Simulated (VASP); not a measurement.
Here is a VASP 6.6.1 calculation.

The input INCAR:

```
SYSTEM = Re
PREC     = Accurate       ! precision mode
ENCUT    = 520            ! plane-wave cutoff, eV
EDIFF    = 1E-6           ! SCF threshold, eV
ISMEAR   = -1             ! smearing method
SIGMA    = 0.05           ! smearing width, eV
LREAL    = .FALSE.        ! projectors in reciprocal space
LASPH    = .TRUE.         ! aspherical terms in the spheres
NELM     = 100            ! most SCF steps
ALGO     = Normal         ! electronic algorithm
ISIF     = 2              ! what is computed and relaxed
LWAVE    = .FALSE.        ! write WAVECAR
LCHARG   = .TRUE.         ! write CHGCAR
GGA      = PE             ! functional
LELF     = .TRUE.         ! ELF
LVHAR    = .TRUE.       
NBANDS   = 14             ! bands
```

Contents of KPOINTS:

```
Automatic mesh
0
G
  11 11 6
  0 0 0
```

POSCAR

```
Re
1.0
    2.7790839766      0.0000000000      0.0000000000
   -1.3895419883      2.4067573230      0.0000000000
    0.0000000000      0.0000000000      4.4877253638
Re
2
Direct
    0.6666666667      0.3333333333      0.7500000000
    0.3333333333      0.6666666667      0.2500000000
```

Potentials or basis: VASP PAW PBE potentials, release 64 (Re).

Run with:

```console
$ cat potpaw_PBE.64/Re/POTCAR > POTCAR
$ mpirun -np 1 vasp_std > vasp.out
```

(1) Estimate the pressure.

(2) Predict the band gap on the k mesh.

## Answers

(1) -1.9 GPa.

(2) zero (band 7 reaches 8.94 eV, above the bottom of band 8 at 5.99 eV).

Caveat: spin-orbit coupling is left out, which moves the levels of the heavy elements.
